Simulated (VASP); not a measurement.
# Ge4N in VASP: relaxation of the atoms with PBE

Aim: the relaxation of the atoms of Ge4N with PBE.

All numbers are computed with VASP 6.6.1; they aren't measurements. Logs are shortened: lines on timing, memory, paths and dates and some standing lists are left out, and cuts for length are marked.

## (1) The cell of the first run

The cell holds a slab with vacuum, 5 atoms: a = 4.074 Å, b = 4.074 Å, c = 19.856 Å, α = 90.00°, β = 90.00°, γ = 90.00°.

## (2) Relaxation of the atoms, PBE

INCAR

```
PREC = Accurate
ENCUT = 520
EDIFF = 1E-7
ISMEAR = 0
SIGMA = 0.1
LREAL = F
LASPH = T
NELM = 80
ALGO = Fast
ISIF = 2
LWAVE = F
LCHARG = F
LDIPOL = T
IDIPOL = 3
DIPOL = 0.5 0.5 0.321
GGA = PE
IBRION = 2
NSW = 36
EDIFFG = -0.025
```

KPOINTS

```
regular mesh
0
Gamma
  7 7 1
```

POSCAR

```
Ge4N
1.0
    4.0740542166      0.0000000000      0.0000000000
    0.0000000000      4.0740542166      0.0000000000
    0.0000000000      0.0000000000     19.8557568530
Ge N
4 1
Selective dynamics
Direct
    0.0000000000      0.5000000000      0.2014529101  F F F
    0.0000000000      0.0000000000      0.2739958855  F F F
    0.5000000000      0.0000000000      0.3493666166  F F F
    0.5000000000      0.5000000000      0.4208228835  F F F
    1.0000000000      0.5000000000      0.3600972297  F F T
```

Potentials or basis: VASP PAW PBE potentials, release 64 (Ge_d, N).

Launch:

```sh
$ cat potpaw_PBE.64/Ge_d/POTCAR potpaw_PBE.64/N/POTCAR > POTCAR
$ mpirun -np 1 vasp_std > vasp.out
```

OUTCAR:

```text
PREC = Accurate
   ENCUT = 520
   EDIFF = 1E-7
   ISMEAR = 0
   LREAL = F
   LASPH = T
   NELM = 80
   ISIF = 2
   GGA = PE
   IBRION = 2
   NSW = 36
   EDIFFG = -0.025

 ion  position               nearest neighbor table
   1  0.000  0.500  0.201-   2 2.49   2 2.49
   2  0.000  0.000  0.274-   1 2.49   1 2.49   3 2.53   3 2.53
   3  0.500  0.000  0.349-   4 2.48   4 2.48   2 2.53   2 2.53
   4  0.500  0.500  0.421-   3 2.48   3 2.48
   5  0.000  0.500  0.360-

  LATTYP: Found a simple tetragonal cell.
 ALAT       =     4.0740542166
 C/A-ratio  =     4.8737095280

  Lattice vectors:

 A1 = (   4.0740542166,   0.0000000000,   0.0000000000)
 A2 = (   0.0000000000,   4.0740542166,   0.0000000000)
 A3 = (   0.0000000000,   0.0000000000,  19.8557568530)

Analysis of symmetry for initial positions (statically):
=====================================================================
 Subroutine PRICEL returns:
 Original cell was already a primitive cell.

 Routine SETGRP: Setting up the symmetry group for a
 simple tetragonal supercell.

 Subroutine GETGRP returns: Found  4 space group operations
 (whereof  4 operations were pure point group operations)
 out of a pool of 16 trial point group operations.

The static configuration has the point symmetry C_2v.

Analysis of symmetry for dynamics (positions and initial velocities):
=====================================================================
 Subroutine PRICEL returns:
 Original cell was already a primitive cell.

 Routine SETGRP: Setting up the symmetry group for a
 simple tetragonal supercell.

 Subroutine GETGRP returns: Found  4 space group operations
 (whereof  4 operations were pure point group operations)
 out of a pool of 16 trial point group operations.

The dynamic configuration has the point symmetry C_2v.

Analysis of constrained symmetry for selective dynamics:
=====================================================================
 Subroutine PRICEL returns:
 Original cell was already a primitive cell.

 Routine SETGRP: Setting up the symmetry group for a
 simple tetragonal supercell.

 Subroutine GETGRP returns: Found  4 space group operations
 (whereof  4 operations were pure point group operations)
 out of a pool of 16 trial point group operations.

The constrained configuration has the point symmetry C_2v.

 Subroutine INISYM returns: Found  4 space group operations
 (whereof  4 operations are pure point group operations),
 and found     1 'primitive' translations

----------------------------------------------------------------------------------------

                                     Primitive cell

  volume of cell :     329.5642

  direct lattice vectors                    reciprocal lattice vectors
     4.074054217  0.000000000  0.000000000     0.245455742  0.000000000  0.000000000
     0.000000000  4.074054217  0.000000000     0.000000000  0.245455742  0.000000000
     0.000000000  0.000000000 19.855756853     0.000000000  0.000000000  0.050363228

  length of vectors
     4.074054217  4.074054217 19.855756853     0.245455742  0.245455742  0.050363228

  position of ions in fractional coordinates (direct lattice)
     0.000000000  0.500000000  0.201452910
     0.000000000  0.000000000  0.273995885
     0.500000000  0.000000000  0.349366617
     0.500000000  0.500000000  0.420822884
     0.000000000  0.500000000  0.360097230

  ion indices of the primitive-cell ions
   primitive index   ion index
                 1           1
                 2           2
                 3           3
                 4           4
                 5           5

----------------------------------------------------------------------------------------

 KPOINTS: regular mesh

Automatic generation of k-mesh.
 Grid dimensions read from file:
 generate k-points for:    7    7    1

 Generating k-lattice:

  Cartesian coordinates                     Fractional coordinates (reciprocal lattice)
     0.035065106  0.000000000  0.000000000     0.142857143  0.000000000  0.000000000
     0.000000000  0.035065106  0.000000000     0.000000000  0.142857143  0.000000000
     0.000000000  0.000000000  0.050363228     0.000000000  0.000000000  1.000000000

  Length of vectors
     0.035065106  0.035065106  0.050363228

  Shift w.r.t. Gamma in fractional coordinates (k-lattice)
     0.000000000  0.000000000  0.000000000

 Subroutine IBZKPT returns following result:
 ===========================================

 Found     16 irreducible k-points:

 Following reciprocal coordinates:
            Coordinates               Weight
  0.000000  0.000000  0.000000      1.000000
  0.142857  0.000000  0.000000      2.000000
  0.000000  0.142857  0.000000      2.000000
  0.285714  0.000000  0.000000      2.000000
  0.000000  0.285714  0.000000      2.000000
  0.428571  0.000000  0.000000      2.000000
[... 8 lines left out ...]
 -0.285714  0.428571  0.000000      4.000000
  0.428571  0.428571  0.000000      4.000000
   k-points           NKPTS =     16   k-points in BZ     NKDIM =     16   number of bands    NBANDS=     36
   number of dos      NEDOS =    301   number of ions     NIONS =      5
   total plane-waves  NPLWV = 135000
   dimension x,y,z NGX =    30 NGY =   30 NGZ =  150
   dimension x,y,z NGXF=    60 NGYF=   60 NGZF=  300
   ions per type =               4   1
   NGX,Y,Z   is equivalent  to a cutoff of  12.24, 12.24, 12.56 a.u.
   NGXF,Y,Z  is equivalent  to a cutoff of  24.48, 24.48, 25.12 a.u.
 SYSTEM =  unknown system
   PREC   = accura    normal or accurate (medium, high low for compatibility)
   ISTART =      0    job   : 0-new  1-cont  2-samecut
   ICHARG =      2    charge: 1-file 2-atom 10-const
   ISPIN  =      1    spin polarized calculation?
   LNONCOLLINEAR =      F non collinear calculations
   LSORBIT =      F    spin-orbit coupling
   LASPH  =      T    aspherical Exc in radial PAW
   ENCUT  =  520.0 eV  38.22 Ry    6.18 a.u.   7.58  7.58 36.92*2*pi/ulx,y,z
   NELM   =     80;   NELMIN=  2; NELMDL= -5     # of ELM steps
   EDIFF  = 0.1E-06   stopping-criterion for ELM
   LREAL  =      F    real-space projection
   EDIFFG = -.3E-01   stopping-criterion for IOM
   NSW    =     36    number of steps for IOM
   IBRION =      2    ionic relax: 0-MD 1-quasi-New 2-CG
   NFREE  =      1    steps in history (QN), initial steepest desc. (CG)
   ISIF   =      2    stress and relaxation
   ISYM   =      2    0-nonsym 1-usesym 2-fastsym
   POTIM  = 0.5000    time-step for ionic-motion
   TEBEG  =    0.0;   TEEND  =   0.0 temperature during run
   PSTRESS=    0.0 pullay stress
   NELECT =      61.0000    total number of electrons
   NUPDOWN=      -1.0000    fix difference up-down
   EMIN   =  10.00;   EMAX   =-10.00  energy-range for DOS
   EFERMI =   0.00;   METHOD = LEGACY
   ISMEAR =     0;   SIGMA  =   0.10  broadening in eV -4-tet -1-fermi 0-gaus
   EFERMI_NEDOS =   21; number of points for ismear=-14 and -15
   IALGO  =     68    algorithm
   IMIX   =      4    mixing-type and parameters
     AMIX     =   0.40;   BMIX     =  1.00
     AMIX_MAG =   1.60;   BMIX_MAG =  1.00
  volume/ion in A,a.u.               =      65.91       444.80
  Fermi-wavevector in a.u.,A,eV,Ry     =   0.932978  1.763073 11.843164  0.870448
  Thomas-Fermi vector in A             =   2.059632
   LORBIT       =      0    0 simple, 1 ext, 2 COOP (PROOUT), +10 PAW based schemes
   GGA     = PE    functional components
   LHFCALC =     F    Hartree Fock is set to
   AEXX    =    0.0000 exact exchange contribution
   IVDW    =     0    specifies the selected vdW correction
   LEPSILON=     F    determine dielectric tensor
   LRPA    =     F    only Hartree local field effects (RPA)
 conjugate gradient relaxation of ions
 non-spin polarized calculation
 RMM-DIIS sequential band-by-band and
 Gauss-broadening in eV      SIGMA  =   0.10
  energy-cutoff  :      520.00
  volume of cell :      329.56
 maximum number of plane-waves:      8917
   NGX = 15   NGY = 15   NGZ = 73

 dipolmoment           0.000000      0.000000     -0.000006 electrons x Angstroem

--------------------------------------- Ionic step        1  -------------------------------------------

 number of electron      60.9999943 magnetization

 Free energy of the ion-electron system (eV)
  ---------------------------------------------------
  ext. energy  EPLUGINS =         0.00000000
  ---------------------------------------------------
  free energy    TOTEN  =       -20.95888171 eV

  energy without entropy =      -20.93836189  energy(sigma->0) =      -20.94862180

------------------------ aborting loop because EDIFF is reached ----------------------------------------

  FORCE on cell =-STRESS in cart. coord.  units (eV):
  Direction    XX          YY          ZZ          XY          YZ          ZX
  --------------------------------------------------------------------------------------
  -------------------------------------------------------------------------------------
  Total       -4.8125916      1.2047571     -1.4803321      0.0000000      0.0000000      0.0000000
  in kB      -23.3964270      5.8569298     -7.1966383      0.0000000      0.0000000      0.0000000
  external PRESSURE =      -8.2453785 kB  Pullay stress =       0.0000000 kB
[... 180 lines left out ...]
  energy  without entropy=      -20.9409029351  energy(sigma->0) =      -20.95221108

--------------------------------------- Ionic step        6  -------------------------------------------

 number of electron      60.9999943 magnetization

 dipolmoment           0.000000      0.000000      0.031519 electrons x Angstroem

 Free energy of the ion-electron system (eV)
  ---------------------------------------------------
  ext. energy  EPLUGINS =         0.00000000
  ---------------------------------------------------
  free energy    TOTEN  =       -20.96780699 eV

  energy without entropy =      -20.94636569  energy(sigma->0) =      -20.95708634

 E-fermi :  -1.6406     XC(G=0):  -3.8702

 val. band max:       -1.6530934964   @ k =   0.0000   0.2857   0.0000
 cond. band min:      -1.6273597827   @ k =  -0.2857   0.4286   0.0000
 fundamental gap:      0.0257337137
 Fermi energy:        -1.6406491120

 k-point     1 :       0.0000    0.0000    0.0000
  band No.  band energies     occupation
      1     -26.4041      2.00000
      2     -26.3920      2.00000
      3     -26.3808      2.00000
      4     -26.3125      2.00000
      5     -26.3079      2.00000
      6     -26.2075      2.00000
[... 613 lines left out ...]
     35       1.4065      0.00000
     36       2.0072      0.00000

------------------------ aborting loop because EDIFF is reached ----------------------------------------

 vacuum level on the upper side and lower side of the slab       (xc-potential included)         0.060        -0.281

  FORCE on cell =-STRESS in cart. coord.  units (eV):
  Direction    XX          YY          ZZ          XY          YZ          ZX
  --------------------------------------------------------------------------------------
  -------------------------------------------------------------------------------------
  Total       -4.4160662      1.4738329     -2.1381399      0.0000000      0.0000000      0.0000000
  in kB      -21.4687178      7.1650428    -10.3945729      0.0000000      0.0000000      0.0000000
  external PRESSURE =      -8.2327493 kB  Pullay stress =       0.0000000 kB

 VOLUME and BASIS-vectors are now :
 -----------------------------------------------------------------------------
  energy-cutoff  :      520.00
  volume of cell :      329.56
      direct lattice vectors                 reciprocal lattice vectors
     4.074054217  0.000000000  0.000000000     0.245455742  0.000000000  0.000000000
     0.000000000  4.074054217  0.000000000     0.000000000  0.245455742  0.000000000
     0.000000000  0.000000000 19.855756853     0.000000000  0.000000000  0.050363228
[... 11 lines left out ...]
  FREE ENERGIE OF THE ION-ELECTRON SYSTEM (eV)
  ---------------------------------------------------
  free  energy   TOTEN  =       -20.9678069874 eV

  energy  without entropy=      -20.9463656944  energy(sigma->0) =      -20.95708634

 reached required accuracy - stopping structural energy minimisation

 vacuum level on the upper side and lower side of the slab         2.741         2.393
```

Run time: 13 min. Hardware: 1 thread of Oxide Virtual Turin-like, shared host; peak memory 0.42 GiB.

Results:

| Quantity | Value |
| --- | --- |
| Free energy | -20.9678 eV |
| Energy gained by relaxing | 1.8 meV/atom |
| Ionic steps | 6 |
| Band gap on the k mesh | zero (an odd number of electrons rules out a gap without spin polarisation) |

Step by step:
```csv
step,energy change (eV),largest force on free atoms (eV/Å),pressure (GPa)
1,0.0000,0.0621,-0.82
2,-0.0002,0.0627,-0.82
3,-0.0008,0.0645,-0.83
4,-0.0020,0.0703,-0.83
5,-0.0046,0.0783,-0.83
6,-0.0089,0.0216,-0.82
```

Final structure:
```xyz
5
Lattice="4.0741 0.0000 0.0000 0.0000 4.0741 0.0000 0.0000 0.0000 19.8558" Properties=species:S:1:pos:R:3 pbc="T T T"
Ge    0.0000    2.0370    4.0000
Ge    0.0000    0.0000    5.4404
Ge    2.0370    0.0000    6.9369
Ge    2.0370    2.0370    8.3558
N     0.0000    2.0370    7.0123
```

Levels at points of the mesh, in eV from the Fermi level:
| k point | band 28 | band 29 | band 30 | band 31 | band 32 | band 33 | band 34 | band 35 |
| --- | --- | --- | --- | --- | --- | --- | --- | --- |
| (0.00, 0.00, 0.00) | -1.02 | -0.78 | -0.26 | 0.25 | 0.88 | 1.65 | 2.05 | 2.23 |
